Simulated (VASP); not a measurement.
A run of VASP 6.6.1 is set up as follows.

The input INCAR:

```
ALGO = Normal
EDIFF = 1E-6
ENCUT = 520
GGA = RE
ISIF = 2
ISMEAR = 0
LASPH = True
LCHARG = False
LREAL = False
LWAVE = False
NBANDS = 16
NELM = 100
PREC = Accurate
SIGMA = 0.05
```

KPOINTS

```
k-points
0
Gamma
  6 6 6
```

Contents of POSCAR:

```
InSb
1.0
    0.0000000000      3.3923559072      3.3923559072
    3.3923559072      0.0000000000      3.3923559072
    3.3923559072      3.3923559072      0.0000000000
In Sb
1 1
Direct
    0.0000000000      0.0000000000      0.0000000000
    0.7500000000      0.7500000000      0.7500000000
```

Potentials or basis: VASP PAW PBE potentials, release 64 (In_d, Sb).

Launch:

```sh
$ cat potpaw_PBE.64/In_d/POTCAR potpaw_PBE.64/Sb/POTCAR > POTCAR
$ mpirun -np 1 vasp_std > vasp.out
```

Q: What does it give for the band gap on the k mesh?

A: Zero (filled and empty bands touch).

Q: Estimate the pressure.

A: -1.2 GPa.

Caveat: the PAW data sets were made with another functional, which shifts forces and pressure a little; spin-orbit coupling is left out, which moves the levels of the heavy elements.
